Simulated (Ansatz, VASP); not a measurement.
## Si2C in VASP and in Ansatz

```
CELL_PARAMETERS angstrom
3.14816 0.00000 0.00000
0.00000 3.14816 0.00000
0.00000 0.00000 5.11704
ATOMIC_POSITIONS crystal
Si 0.50000 0.00000 0.50000
Si 0.00000 0.50000 0.50000
C 0.00000 0.00000 0.00000
```

Alike in both runs: task relaxation of cell and atoms; functional PBE; k mesh 6 × 6 × 4; occupations gaussian, width 0.1 eV; no spin polarisation.

|  | VASP | Ansatz |
| --- | --- | --- |
| version | VASP 6.6.1 | Ansatz 0.2.0 |
| potentials or method | VASP PAW PBE potentials, release 64 (Si, C), cutoff 600 eV | scalar-relativistic, plane waves, PAW |
| valence electrons in the cell | 12 | 12 |

Ansatz gave:

| Item | Value |
| --- | --- |
| gap on the k mesh at the Fermi level, each at its own relaxed structure (eV) | none |
| relaxed volume (Å³/atom) | 11.91 |
| relaxed length of the cell vector where the two differ most in proportion (Å) | 3.045 |

Question: Estimate VASP's values.

Answer: gap on the k mesh at the Fermi level, each at its own relaxed structure (eV): none; relaxed volume (Å³/atom): 11.94; relaxed length of the cell vector where the two differ most in proportion (Å): 3.048.

A gap of «none» marks a metal or a gap that the smearing closes.

Noted on VASP's run: the volume moved by over 15 % at a fixed basis, so the end points are rough.
